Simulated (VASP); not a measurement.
Hf5O9 (a cell with a defect), 14 atoms in the cell. The cell holds a defect, 14 atoms: a = 5.098 Å, b = 6.244 Å, c = 6.244 Å, α = 80.41°, β = 65.91°, γ = 65.91°.  This cell differs from its parent crystal: atoms taken out, atom 13 moved -0.167 of the way to it and +0.167 Å across, host rigid.

* Program: VASP 6.6.1
* Task: single point
* Functional: PBE
* Potentials or basis: VASP PAW PBE potentials, release 64 (Hf_pv, O)
* Cutoff: 520 eV
* k mesh: 4 × 4 × 4
* Occupations: gaussian, width 0.05 eV
* Spin: no spin polarisation
* Dipole correction: no
* Charge: 2
* Further INCAR settings: ALGO = Normal; EDIFF = 1e-06; NBANDS = 65; NELECT = 102.0

Potentials or basis: VASP PAW PBE potentials, release 64 (Hf_pv, O).

Command:

```console
$ cat potpaw_PBE.64/Hf_pv/POTCAR potpaw_PBE.64/O/POTCAR > POTCAR
$ mpirun -np 1 vasp_std > vasp.out
```

Hardware: 1 thread of Intel(R) Xeon(R) 6975P-C (Granite Rapids), on a shared host.

Q: How long does it take, and how much memory?

A: Wall time 4.4 min on 1 thread of Intel(R) Xeon(R) 6975P-C (Granite Rapids), on a shared host, peak memory 0.44 GiB. Counts: scf iterations 17, k points 36.
